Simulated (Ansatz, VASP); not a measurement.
TePt in VASP and in Ansatz

INCAR

```
SYSTEM = TePt
PREC = Accurate
ENCUT = 520
EDIFF = 1E-7
ISMEAR = 0
SIGMA = 0.15
LREAL = .False.
LASPH = .True.
NELM = 80
ALGO = Normal
ISIF = 2
LWAVE = .False.
LCHARG = .False.
GGA = PS
NBANDS = 24
```

The input KPOINTS:

```
Automatic mesh
0
Gamma
  12 12 10
  0 0 0
```

The input POSCAR:

```
TePt
1.0
    4.1109998117      0.0000000000      0.0000000000
   -2.0554999058      3.5602302719      0.0000000000
    0.0000000000      0.0000000000      5.6638400000
Te Pt
2 2
Direct
    0.3333333333      0.6666666667      0.2500000000
    0.6666666667      0.3333333333      0.7500000000
    0.0000000000      0.0000000000      0.0000000000
    0.0000000000      0.0000000000      0.5000000000
```

Input for Ansatz:

```yaml
crystal:
  lattice:
    - [4.1109998117, 0.0, 0.0]
    - [-2.0554999058, 3.5602302719, 0.0]
    - [0.0, 0.0, 5.66384]
  atoms:
    - { symbol: Te, position: [0.3333333333, 0.6666666667, 0.25] }
    - { symbol: Te, position: [0.6666666667, 0.3333333333, 0.75] }
    - { symbol: Pt, position: [0.0, 0.0, 0.0] }
    - { symbol: Pt, position: [0.0, 0.0, 0.5] }
basis:
  ecutwfc: 420
kpoints:
  mp_grid: { grid: [12, 12, 10] }
hamiltonian:
  xc: pbesol
scf:
  occupations: { method: gaussian, width: 0.15 }
output:
  forces: true
  stress: true
  eigenvalues: true
```

Change from the starting cell: strain +0.000 along x and y, +0.040 along z, atoms carried along.

Alike in both runs: task single point; functional PBEsol; k mesh 12 × 12 × 10; occupations gaussian, width 0.15 eV; no spin polarisation.

```csv
,VASP,Ansatz
version,VASP 6.6.1,Ansatz 0.2.0
potentials or method,"VASP PAW PBE potentials, release 64 (Te, Pt), cutoff 520 eV","scalar-relativistic, plane waves, PAW"
valence electrons in the cell,32,68
```

|  | VASP | Ansatz | Ansatz less VASP |
| --- | --- | --- | --- |
| gap on the k mesh at the Fermi level (eV) | none | none | - |
| pressure (GPa) | 4.5 | 4.6 | +0.11 |
| traceless stress, the component that is largest in VASP (GPa) | -3.16 | -3.15 | +0.012 |

VASP's potentials were made for PBE, not for PBEsol. A gap of «none» marks a metal or a gap that the smearing closes. The functional is the same, so the differences come from potentials, cutoffs and numerics. VASP's potentials hold 32 valence electrons a cell and Ansatz's 68, so a difference there can come from the potentials and not from the codes.

Spin-orbit coupling is off throughout.
